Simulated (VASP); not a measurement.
HfB:

```
CELL_PARAMETERS angstrom
2.63000 0.00000 0.00000
0.00000 2.63000 0.00000
0.00000 0.00000 3.55050
ATOMIC_POSITIONS crystal
Hf 0.00000 0.00000 0.00000
B 0.50000 0.50000 0.50000
```

```yaml
Program: VASP 6.6.1
Task: relaxation of cell and atoms
Functional: PBE
Potentials_or_basis: VASP PAW PBE potentials, release 64 (Hf_pv, B)
Cutoff: 600 eV
k_mesh: 8 × 8 × 6
Occupations: fermi-dirac, width 0.1 eV
Spin: no spin polarisation
```

At the start: pressure 17.1 GPa; volume 12.28 Å³/atom.

Q: Where does the relaxation end?

A: Over 7 steps the energy falls by 197.8 meV/atom and the volume is 13.37 Å³/atom (+8.9 %); space group P4/mmm (No. 123, to 0.05 Å).

Step by step:
```
step  energy change (eV)  largest force (eV/Å)  pressure (GPa)  volume (Å³)
   1              0.0000                0.0000           17.08        24.56
   2             -0.2798                0.0000          -13.03        29.32
   3             -0.3415                0.0000           -5.88        27.74
   4             -0.3936                0.0000            1.72        26.45
   5             -0.3955                0.0000            0.43        26.64
   6             -0.3954                0.0000            0.29        26.66
   7             -0.3956                0.0000           -0.18        26.74
```

Final structure:
```yaml
crystal:
  lattice:
    - [2.84498, 0.00000, 0.00000]
    - [0.00000, 2.84498, 0.00000]
    - [0.00000, 0.00000, 3.30361]
  atoms:
    - { symbol: Hf, position: [0.00000, 0.00000, 0.00000] }
    - { symbol: B, position: [0.50000, 0.50000, 0.50000] }
```
